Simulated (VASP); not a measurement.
Al, 2 atoms in the cell. It takes space group R-3m (No. 166, trigonal). The conventional cell has a = 3.500 Å, b = 3.500 Å, c = 9.736 Å, α = 90.00°, β = 90.00°, γ = 120.00°. Al (site symmetry 3m) has 6 Al at 2.34 to 2.89 Å within 3.1 Å. 

| Quantity | Value |
| --- | --- |
| Program | VASP 6.6.1 |
| Task | single point |
| Functional | PBEsol |
| Potentials or basis | VASP PAW PBE potentials, release 64 (Al) |
| Cutoff | 500 eV |
| k mesh | 6 × 6 × 6 |
| Occupations | gaussian, width 0.1 eV |
| Spin | no spin polarisation |
| Dipole correction | no |
| Further INCAR settings | ALGO = Normal; EDIFF = 1e-06; NBANDS = 10 |

Potentials or basis: VASP PAW PBE potentials, release 64 (Al).

Launch:

```sh
$ cat potpaw_PBE.64/Al/POTCAR > POTCAR
$ mpirun -np 1 vasp_std > vasp.out
```

Hardware: 1 thread of AMD EPYC 7R43 64-Core Processor (Zen 3), with other jobs on the host.

Problem. How long does it take, and how much memory?

Solution. Run time: 15 s on 1 thread of AMD EPYC 7R43 64-Core Processor (Zen 3) (shared host), peak memory 0.12 GiB. Counts: scf iterations 11, k points 32.
